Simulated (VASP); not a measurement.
Here is a VASP 6.6.1 calculation.

Contents of INCAR:

```
SYSTEM = Mn
PREC     = Accurate       ! precision mode
ENCUT    = 520            ! plane-wave cutoff, eV
EDIFF    = 1E-6           ! SCF threshold, eV
ISMEAR   = -1             ! smearing method
SIGMA    = 0.05           ! smearing width, eV
LREAL    = .FALSE.        ! projectors in reciprocal space
LASPH    = .TRUE.         ! aspherical terms in the spheres
NELM     = 150            ! most SCF steps
ALGO     = Normal         ! electronic algorithm
ISIF     = 2              ! what is computed and relaxed
LWAVE    = .FALSE.        ! write WAVECAR
LCHARG   = .FALSE.        ! write CHGCAR
ISPIN    = 2              ! spin polarisation
MAGMOM   = 2.479 -2.479   ! initial moments
LORBIT   = 11             ! projections on sites
LMAXMIX  = 4              ! l up to which the mixer works
GGA      = RE             ! functional
NBANDS   = 24             ! bands
```

KPOINTS

```
Automatic mesh
0
G
  13 13 13
  0 0 0
```

File POSCAR:

```
Mn
1.0
    0.0000000000      2.3461160553      2.3461160553
    2.3461160553      0.0000000000      2.3461160553
    2.3461160553      2.3461160553      0.0000000000
Mn
2
Direct
    0.0000000000      0.0000000000      0.0000000000
    0.5000000000      0.5000000000      0.5000000000
```

Potentials or basis: VASP PAW PBE potentials, release 64 (Mn_pv).

Launch:

```bash
$ cat potpaw_PBE.64/Mn_pv/POTCAR > POTCAR
$ mpirun -np 1 vasp_std > vasp.out
```

Question: What does it give for the pressure?

Answer: 8.6 GPa.

Question: Predict the band gap on the k mesh.

Answer: Zero (filled and empty bands overlap).

Question: Predict the net moment.

Answer: 0.00 μB per cell.

Caveat: the cell stands under pressure; the antiferromagnetic order is the one typed at the start, and another may lie lower; the PAW data sets were made with another functional, which shifts forces and pressure a little.
